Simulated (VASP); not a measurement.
# ZnS (P6_3mc) in VASP: vibrations by perturbation theory with PBE

Aim: the vibrations by perturbation theory of ZnS with PBE.

All numbers are computed with VASP 6.6.1; they aren't measurements. Logs are shortened: lines on timing, memory, paths and dates and some standing lists are left out, and cuts for length are marked.

**1. The cell of the first run**

It takes space group P6_3mc (No. 186, hexagonal). Conventional cell: a = 3.722 Å, b = 3.722 Å, c = 6.125 Å, α = 90.00°, β = 90.00°, γ = 120.00°. Within 3.0 Å of Zn (site symmetry 3m) lie 4 S at 2.28 to 2.29 Å. S (site symmetry 3m) has 4 Zn at 2.28 to 2.29 Å within 3.0 Å.

**2. Vibrations by perturbation theory, PBE**

INCAR reads:

```
  PREC = Accurate
  ENCUT = 520
  EDIFF = 1E-8
  ISMEAR = 0
  SIGMA = 0.01
  LREAL = F
  LASPH = T
  NELM = 60
  ALGO = Normal
  ISIF = 2
  LWAVE = F
  LCHARG = T
  GGA = PE
  IBRION = 8
  NSW = 1
  LEPSILON = T
```

KPOINTS reads:

```
regular mesh
0
Gamma
  12 12 6
```

POSCAR reads:

```
ZnS
1.0
    3.7220689806      0.0000000000      0.0000000000
   -1.8610344903      3.2234062918      0.0000000000
    0.0000000000      0.0000000000      6.1254196415
Zn S
2 2
Direct
    0.3333333333      0.6666666667      0.0058735951
    0.6666666667      0.3333333333      0.5058735951
    0.3333333333      0.6666666667      0.3791264049
    0.6666666667      0.3333333333      0.8791264049
```

Potentials or basis: VASP PAW PBE potentials, release 64 (Zn, S).

Command:

```
cat potpaw_PBE.64/Zn/POTCAR potpaw_PBE.64/S/POTCAR > POTCAR
mpirun -np 1 vasp_std > vasp.out
```

OUTCAR:

```text
PREC = Accurate
   ENCUT = 520
   EDIFF = 1E-8
   ISMEAR = 0
   LREAL = F
   LASPH = T
   NELM = 60
   ISIF = 2
   GGA = PE
   IBRION = 8
   NSW = 1
   LEPSILON = T

 ion  position               nearest neighbor table
   1  0.333  0.667  0.006-   4 2.28   4 2.28   4 2.28   3 2.29
   2  0.667  0.333  0.506-   3 2.28   3 2.28   3 2.28   4 2.29
   3  0.333  0.667  0.379-   2 2.28   2 2.28   2 2.28   1 2.29
   4  0.667  0.333  0.879-   1 2.28   1 2.28   1 2.28   2 2.29

  LATTYP: Found a hexagonal cell.
 ALAT       =     3.7220689806
 C/A-ratio  =     1.6457028802

  Lattice vectors:

 A1 = (   3.7220689806,   0.0000000000,   0.0000000000)
 A2 = (  -1.8610344903,   3.2234062918,   0.0000000000)
 A3 = (   0.0000000000,   0.0000000000,   6.1254196415)

Analysis of symmetry for initial positions (statically):
=====================================================================
 Subroutine PRICEL returns:
 Original cell was already a primitive cell.

 Routine SETGRP: Setting up the symmetry group for a
 hexagonal supercell.

 Subroutine GETGRP returns: Found 12 space group operations
 (whereof  6 operations were pure point group operations)
 out of a pool of 24 trial point group operations.

The static configuration has the point symmetry C_3v.
 The point group associated with its full space group is C_6v.

Analysis of symmetry for dynamics (positions and initial velocities):
=====================================================================
 Subroutine PRICEL returns:
 Original cell was already a primitive cell.

 Routine SETGRP: Setting up the symmetry group for a
 hexagonal supercell.

 Subroutine GETGRP returns: Found 12 space group operations
 (whereof  6 operations were pure point group operations)
 out of a pool of 24 trial point group operations.

The dynamic configuration has the point symmetry C_3v.
 The point group associated with its full space group is C_6v.

 Subroutine INISYM returns: Found 12 space group operations
 (whereof  6 operations are pure point group operations),
 and found     1 'primitive' translations

----------------------------------------------------------------------------------------

                                     Primitive cell

  volume of cell :      73.4912

  direct lattice vectors                    reciprocal lattice vectors
     3.722068981  0.000000000  0.000000000     0.268667777  0.155115414  0.000000000
    -1.861034490  3.223406292  0.000000000     0.000000000  0.310230827  0.000000000
     0.000000000  0.000000000  6.125419641     0.000000000  0.000000000  0.163254121

  length of vectors
     3.722068981  3.722068981  6.125419641     0.310230827  0.310230827  0.163254121

  position of ions in fractional coordinates (direct lattice)
     0.333333333  0.666666667  0.005873595
     0.666666667  0.333333333  0.505873595
     0.333333333  0.666666667  0.379126405
     0.666666667  0.333333333  0.879126405

  ion indices of the primitive-cell ions
   primitive index   ion index
                 1           1
                 2           2
                 3           3
[... 789 lines left out ...]
     0.34278  0.00000  0.00000
     0.00000  0.34278  0.00000
     0.00000 -0.00000 -0.71978

[... ionic steps 4 to 9 ...]

--------------------------------------- Ionic step       10  -------------------------------------------

------------------------ aborting loop because EDIFF is reached ----------------------------------------

[... ionic steps 11 to 11 ...]

--------------------------------------- Ionic step       12  -------------------------------------------

 Free energy of the ion-electron system (eV)
  ---------------------------------------------------
  ---------------------------------------------------
  free energy    TOTEN  =        -0.12555104 eV

  energy without entropy =       -0.12555104

------------------------ aborting loop because EDIFF is reached ----------------------------------------

 INTERNAL STRAIN TENSOR  FOR ION    3  DIRECTION 3   (eV/Angst):
 -----------------------------------------------------------------------------
     5.18704  0.00000  0.00000
     0.00000  5.18704  0.00000
     0.00000  0.00000 -9.54463

 MACROSCOPIC STATIC DIELECTRIC TENSOR (including local field effects in DFT)
 ------------------------------------------------------
           5.791162    -0.000000     0.000000
           0.000000     5.791162     0.000000
          -0.000000    -0.000000     5.933166
 ------------------------------------------------------

 PIEZOELECTRIC TENSOR (including local field effects)  for field in x, y, z        (e  Angst)
          XX          YY          ZZ          XY          YZ          ZX
  --------------------------------------------------------------------------------
  x     0.00000    -0.00000     0.00000    -0.00000     0.00000     1.68750
  y     0.00000     0.00000     0.00000     0.00000     1.68750     0.00000
  z     1.57232     1.57232    -3.30162     0.00000     0.00000     0.00000

 PIEZOELECTRIC TENSOR (including local field effects)  for field in x, y, z        (C/m^2)
          XX          YY          ZZ          XY          YZ          ZX
  --------------------------------------------------------------------------------
  x     0.00000    -0.00000     0.00000    -0.00000     0.00000     0.36789
  y     0.00000     0.00000     0.00000     0.00000     0.36789     0.00000
  z     0.34278     0.34278    -0.71978     0.00000     0.00000     0.00000

 BORN EFFECTIVE CHARGES (including local field effects) (in |e|, cummulative output)
 ---------------------------------------------------------------------------------
 ion    1
    1     1.84814     0.00000     0.00000
    2     0.00000     1.84814     0.00000
    3     0.00000    -0.00000     1.95527
 ion    2
    1     1.84814     0.00000     0.00000
    2     0.00000     1.84814    -0.00000
    3     0.00000     0.00000     1.95527
 ion    3
    1    -1.84814     0.00000     0.00000
    2    -0.00000    -1.84814     0.00000
    3     0.00000     0.00000    -1.95527
 ion    4
    1    -1.84814     0.00000     0.00000
    2     0.00000    -1.84814     0.00000
    3     0.00000     0.00000    -1.95527

 INTERNAL STRAIN TENSOR FOR ION    4 for displacements in x,y,z  (eV/Angst):
          X           Y           Z          XY          YZ          ZX
  --------------------------------------------------------------------------------
  x     0.00000     0.00000     0.00000     8.45101     0.00000     5.36262
  y     8.45101    -8.45101    -0.00000     0.00000     4.91070    -0.00000
  z     5.18704     5.18704    -9.54463     0.00000     0.00000     0.00000

 SECOND DERIVATIVES (NOT SYMMETRIZED)
 ------------------------------------
               1X          1Y          1Z          2X          2Y          2Z          3X          3Y          3Z          4X          4Y          4Z
  1X    -7.362363    0.000000    0.000000   -0.165677   -0.000000   -0.000000    0.121101    0.000000    0.000000    7.406939    0.000000    0.000000
  1Y     0.000000   -7.362363    0.000000   -0.000000   -0.165677    0.000000   -0.000000    0.121101    0.000000    0.000000    7.406939    0.000000
  1Z     0.000000   -0.000000   -9.439480    0.000000   -0.000000    1.966270   -0.000000    0.000000    5.574926    0.000000    0.000000    1.898284
  2X    -0.165677   -0.000000    0.000000   -7.362363   -0.000000    0.000000    7.406939    0.000000    0.000000    0.121101    0.000000    0.000000
  2Y     0.000000   -0.165677   -0.000000    0.000000   -7.362363    0.000000   -0.000000    7.406939    0.000000   -0.000000    0.121101   -0.000000
  2Z     0.000000    0.000000    1.966270    0.000000   -0.000000   -9.439480    0.000000    0.000000    1.898284    0.000000    0.000000    5.574926
  3X     0.121367    0.000000   -0.000000    7.406229    0.000000    0.000000   -8.147720    0.000000   -0.000000    0.620124   -0.000000   -0.000000
  3Y     0.000000    0.121367    0.000000   -0.000000    7.406229    0.000000    0.000000   -8.147720    0.000000   -0.000000    0.620124    0.000000
  3Z     0.000000   -0.000000    5.579218    0.000000    0.000000    1.870241    0.000000    0.000000  -11.376847    0.000000   -0.000000    3.927388
  4X     7.406229    0.000000    0.000000    0.121367    0.000000    0.000000    0.620124    0.000000    0.000000   -8.147720   -0.000000    0.000000
  4Y     0.000000    7.406229   -0.000000    0.000000    0.121367    0.000000    0.000000    0.620124    0.000000    0.000000   -8.147720    0.000000
  4Z     0.000000    0.000000    1.870241    0.000000    0.000000    5.579218   -0.000000    0.000000    3.927388    0.000000    0.000000  -11.376847

 Eigenvectors and eigenvalues of the dynamical matrix
 ----------------------------------------------------

   1 f  =   11.025737 THz    69.276750 2PiTHz  367.779006 cm-1    45.598765 meV
             X         Y         Z           dx          dy          dz
     -0.000000  2.148938  0.035978     0.000000    0.000000    0.171298
      1.861034  1.074469  3.098688    -0.000000   -0.000000   -0.171298
     -0.000000  2.148938  2.322308     0.000000    0.000000   -0.686044
      1.861034  1.074469  5.385018    -0.000000   -0.000000    0.686044
[... 71 lines left out ...]
  12 f/i=    0.006887 THz     0.043270 2PiTHz    0.229713 cm-1     0.028481 meV
             X         Y         Z           dx          dy          dz
     -0.000000  2.148938  0.035978     0.000000   -0.000000    0.578907
      1.861034  1.074469  3.098688     0.000000   -0.000000    0.578907
     -0.000000  2.148938  2.322308     0.000000   -0.000000    0.406038
      1.861034  1.074469  5.385018     0.000000   -0.000000    0.406038

--------------------------------------------------------------------------------------------------------

 MACROSCOPIC STATIC DIELECTRIC TENSOR IONIC CONTRIBUTION
 ------------------------------------------------------
           2.234401    -0.000000     0.000000
          -0.000000     2.234401     0.000000
           0.000000     0.000000     2.523219
 ------------------------------------------------------

 ELASTIC MODULI CONTR FROM IONIC RELAXATION (kBar)
 Direction    XX          YY          ZZ          XY          YZ          ZX
 --------------------------------------------------------------------------------
 XX        -514.2089    198.9296    287.9428      0.0000      0.0000      0.0000
 YY         198.9296   -514.2089    287.9428      0.0000     -0.0000     -0.0000
 ZZ         287.9428    287.9428   -525.9529     -0.0000      0.0000      0.0000
 XY           0.0000      0.0000     -0.0000   -356.5692     -0.0000     -0.0000
 YZ          -0.0000      0.0000      0.0000     -0.0000   -144.9960      0.0000
 ZX           0.0000     -0.0000      0.0000     -0.0000      0.0000   -162.1751
 --------------------------------------------------------------------------------

 PIEZOELECTRIC TENSOR IONIC CONTR  for field in x, y, z        (C/m^2)
          XX          YY          ZZ          XY          YZ          ZX
  --------------------------------------------------------------------------------
  x     0.00000    -0.00000     0.00000    -0.00000     0.00000    -0.56643
  y    -0.00000    -0.00000     0.00000    -0.00000    -0.53559     0.00000
  z    -0.59345    -0.59345     1.08398     0.00000    -0.00000    -0.00000
```

It took 1.6 h on 1 thread of Oxide Virtual Turin-like, shared host; peak memory 1.4 GiB.

Results:

- Electronic dielectric tensor (diagonal): 5.79, 5.79, 5.93
- Born charges (mean of the diagonal): Zn +1.88; S -1.88 e
- Highest phonon frequency at Γ, LO-TO splitting left out: 368 cm⁻¹

Phonon frequencies in cm⁻¹ (negative: imaginary):
| q point | frequencies |
| --- | --- |
| (0.000, 0.000, 0.000) | 0 0 0 59 59 205 307 308 308 317 317 368 |

Electronic dielectric tensor:
```
5.79 0.00 0.00
0.00 5.79 0.00
0.00 0.00 5.93
```

Born effective charge tensors (e):
atom 1, Zn
```
1.85 0.00 0.00
0.00 1.85 0.00
0.00 0.00 1.96
```
atom 2, Zn
```
1.85 0.00 0.00
0.00 1.85 0.00
0.00 0.00 1.96
```
atom 3, S
```
-1.85  0.00  0.00
 0.00 -1.85  0.00
 0.00  0.00 -1.96
```
atom 4, S
```
-1.85  0.00  0.00
 0.00 -1.85  0.00
 0.00  0.00 -1.96
```

Caveat: the cell stands under pressure or tension, which shifts response properties.
